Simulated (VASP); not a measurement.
Runs of VASP 6.6.1 on CaSe. The structure is that of space group Fm-3m (No. 225), or close to it. The cells are those of the table. 

| cell | gap on the mesh (eV) | pressure (GPa) |
| --- | --- | --- |
| a = 4.129, b = 4.129, c = 4.146 Å, angles 60.1, 60.1, 90.0°, 2 atoms | 1.84 | 0.6 |
| a = 4.233, b = 4.233, c = 4.179 Å, angles 59.6, 59.6, 90.0°, 2 atoms | 1.93 | -1.4 |
| a = 4.129, b = 4.129, c = 4.142 Å, angles 60.1, 60.1, 90.0°, 2 atoms | 1.84 | (a) |
| a = 4.171, b = 4.171, c = 4.154 Å, angles 59.9, 59.9, 90.0°, 2 atoms | 1.88 | -0.2 |
| a = 4.171, b = 4.171, c = 4.157 Å, angles 59.9, 59.9, 90.0°, 2 atoms | 1.88 | -0.2 |

Alike in all rows: task single point; level PBEsol; potentials or basis VASP PAW PBE potentials, release 64 (Ca_sv, Se); no spin polarisation; k mesh 8 × 8 × 8; cutoff (eV) 520; smearing gaussian 0.01 eV.

Estimate the missing entries.

(a) 0.7.

Caveats: the PAW data sets were made with another functional, which shifts forces and pressure a little.

A k mesh can miss the band edges, and the runs leave out spin-orbit coupling on Se.
